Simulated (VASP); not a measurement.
**Mg3Sb2: single point with PBE**

Mg3Sb2:

```
CELL_PARAMETERS angstrom
4.56967 0.00000 0.00000
-2.28483 3.95745 0.00000
0.00000 0.00000 6.82370
ATOMIC_POSITIONS crystal
Mg 0.33333 0.66667 0.64007
Mg 0.66667 0.33333 0.35993
Mg 0.00000 0.00000 0.00000
Sb 0.33333 0.66667 0.22472
Sb 0.66667 0.33333 0.77528
```

This cell differs from its parent crystal: uniaxial z strain -5.8%.

```
Program                : VASP 6.6.1
Task                   : single point
Functional             : PBE
Potentials or basis    : VASP PAW PBE potentials, release 64 (Mg, Sb)
Cutoff                 : 600 eV
k mesh                 : 6 × 6 × 4
Occupations            : fermi-dirac, width 0.02 eV
Spin                   : no spin polarisation
Dipole correction      : no
Further INCAR settings : ALGO = Normal; EDIFF = 1e-06; NBANDS = 16
```

```yaml
Pressure: 3.8 GPa
Largest_force: 0.213 eV/Å
Band_gap_on_the_k_mesh: zero (band 8 reaches 5.32 eV, above the bottom of band 9 at 5.11 eV)
```

Forces on the atoms (eV/Å):
```
Mg   0.000  0.000  0.004
Mg   0.000  0.000 -0.004
Mg   0.000  0.000  0.000
Sb   0.000  0.000 -0.213
Sb   0.000  0.000  0.213
```

Stress tensor (GPa, compression positive):
```
2.81 0.00 0.00
0.00 2.81 0.00
0.00 0.00 5.82
```

Levels at points of the mesh, in eV from the Fermi level:
```
           k point  band 6  band 7  band 8  band 9  band 10  band 11
(0.00, 0.00, 0.00)   -0.66   -0.66    0.23    0.81     1.24     2.71
(0.50, 0.00, 0.00)   -2.77   -2.34   -1.05    0.01     1.93     2.26
(0.00, 0.00, 0.50)   -1.11   -1.10   -1.10    1.41     1.77     2.32
(0.50, 0.00, 0.50)   -1.94   -1.70   -1.57    0.50     1.38     1.85
```

Run time: 63 s on 1 thread of Intel Xeon 6975P-C, on a shared host, peak memory 0.29 GiB.

Caveat: the cell differs from its parent crystal (uniaxial z strain -5.8%); spin-orbit coupling is left out, which moves the levels of the heavy elements.
